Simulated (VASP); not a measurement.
BAs: single point with r2SCAN

The system is BAs.

```
B As
1.0
     0.00000    2.30529    2.30529
     2.30529    0.00000    2.30529
     2.30529    2.30529    0.00000
B As
1 1
Direct
  0.00000 0.00000 0.00000
  0.50000 0.50000 0.50000
```

* Program: VASP 6.6.1
* Task: single point
* Functional: r2SCAN
* Potentials or basis: VASP PAW PBE potentials, release 64 (B, As)
* Cutoff: 550 eV
* k mesh: 8 × 8 × 8
* Occupations: fermi-dirac, width 0.02 eV
* Spin: no spin polarisation

The pressure is 0.1 GPa and the band gap on the k mesh is zero (band 4 reaches 8.89 eV, above the bottom of band 5 at 3.57 eV).

Levels at points of the mesh, in eV from the Fermi level:
| k point | band 1 | band 2 | band 3 | band 4 | band 5 | band 6 | band 7 | band 8 | band 9 |
| --- | --- | --- | --- | --- | --- | --- | --- | --- | --- |
| (0.00, 0.00, 0.00) | -16.65 | 0.03 | 0.03 | 0.03 | 3.89 | 8.27 | 8.27 | 8.27 | 9.43 |
| (0.50, 0.00, 0.00) | -12.62 | -10.22 | 1.24 | 1.24 | 1.42 | 1.42 | 4.73 | 5.96 | 14.99 |
| (0.50, 0.50, 0.00) | -11.17 | -8.16 | -3.88 | -3.88 | -3.57 | 4.24 | 11.42 | 11.42 | 13.75 |

Wall time 63 s on 1 thread of Intel Xeon 8259CL, on a shared host, peak memory 0.16 GiB.

Caveat: the PAW data sets were made with another functional, which shifts forces and pressure a little.
